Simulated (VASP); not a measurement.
Wanted: the native input for a VASP 6.6.1 run.

* Task: single point
* Functional: PBE
* Potentials or basis: VASP PAW PBE potentials, release 64 (K_sv, Br)
* Cutoff: 520 eV
* k mesh: 8 × 8 × 8
* Occupations: gaussian, width 0.05 eV
* Spin: no spin polarisation
* Dipole correction: no
* Further INCAR settings: ALGO = Normal; EDIFF = 1e-07; NBANDS = 15

The structure of KBr lies in POSCAR:

```
KBr
1.0
    0.0000000000      3.1861149692      3.1861149692
    3.1861149692      0.0000000000      3.1861149692
    3.1861149692      3.1861149692      0.0000000000
K Br
1 1
Direct
    0.0000000000      0.0000000000      0.0000000000
    0.5000000000      0.5000000000      0.5000000000
```

One way to write it, as run:

INCAR

```
PREC = Accurate ; ENCUT = 520
EDIFF = 1E-7 ; ISMEAR = 0
SIGMA = 0.05 ; LREAL = F
LASPH = T ; NELM = 60
ALGO = Normal ; ISIF = 2
LWAVE = F ; LCHARG = T
GGA = PE ; LELF = T
LVHAR = T ; NBANDS = 15
```

KPOINTS

```
Automatic mesh
0
Gamma
  8 8 8
```

Potentials or basis: VASP PAW PBE potentials, release 64 (K_sv, Br).

Command:

```sh
$ cat potpaw_PBE.64/K_sv/POTCAR potpaw_PBE.64/Br/POTCAR > POTCAR
$ mpirun -np 1 vasp_std > vasp.out
```

It gave:

```json
{
  "Pressure": "3.0 GPa",
  "Band gap on the k mesh": "4.74 eV"
}
```

Caveat: the cell stands under pressure.

It took 28 s on 1 thread of Intel Xeon 8259CL, on a shared host, peak memory 0.21 GiB.
